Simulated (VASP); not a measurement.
**MoH5: single point with PBE**

Crystal: MoH5.

```
H Mo
1.0
     2.72713    0.00000    0.00000
     0.00000    2.72713    0.00000
     0.00000    0.00000    7.72601
H Mo
5 1
Direct
  0.36528 0.00000 0.53254
  0.63472 0.00000 0.53254
  0.00000 0.36528 0.53254
  0.00000 0.63472 0.53254
  0.50000 0.50000 0.84940
  0.50000 0.50000 0.06591
```

| Item | Value |
| --- | --- |
| Program | VASP 6.6.1 |
| Task | single point |
| Functional | PBE |
| Potentials or basis | VASP PAW PBE potentials, release 64 (H, Mo_sv) |
| Cutoff | 520 eV |
| k mesh | 6 × 6 × 4 |
| Occupations | gaussian, width 0.1 eV |
| Spin | no spin polarisation |
| Dipole correction | no |
| Further INCAR settings | ALGO = Normal; EDIFF = 1e-07; NBANDS = 18 |

```yaml
Pressure: -0.1 GPa
Largest_force: 0.012 eV/Å
```

Forces on the atoms (eV/Å):
```
H    0.012  0.000  0.000
H   -0.012  0.000  0.000
H    0.000  0.012  0.000
H    0.000 -0.012  0.000
H    0.000  0.000 -0.001
Mo   0.000  0.000  0.000
```

Stress tensor (GPa, compression positive):
```
-0.17  0.00  0.00
 0.00 -0.17  0.00
 0.00  0.00 -0.07
```

Levels at points of the mesh, in eV from the Fermi level:
```csv
k point,band 5,band 6,band 7,band 8,band 9,band 10,band 11,band 12,band 13,band 14
"(0.00, 0.00, 0.00)",-11.23,-4.40,-3.33,-2.57,0.10,0.29,2.36,2.36,3.78,6.63
"(0.50, 0.00, 0.00)",-7.52,-6.26,-2.45,-1.94,-1.72,1.36,2.36,2.76,3.47,7.61
"(0.50, 0.50, 0.00)",-5.05,-5.05,-3.14,-1.44,-0.61,-0.61,1.20,5.43,5.54,7.55
"(0.00, 0.00, 0.50)",-11.23,-4.51,-3.31,-2.57,0.29,0.60,2.36,2.36,3.78,4.80
"(0.50, 0.00, 0.50)",-7.52,-6.25,-2.51,-1.95,-1.70,1.36,2.27,2.76,3.81,7.24
"(0.50, 0.50, 0.50)",-5.05,-5.05,-3.14,-1.43,-0.60,-0.60,1.19,5.16,5.54,7.41
```

Wall time 22 s on 1 thread of AMD EPYC 7R13 Processor (Zen 3), on a shared host, peak memory 0.14 GiB.

Caveat: the k points lie up to 0.38 Å⁻¹ apart.
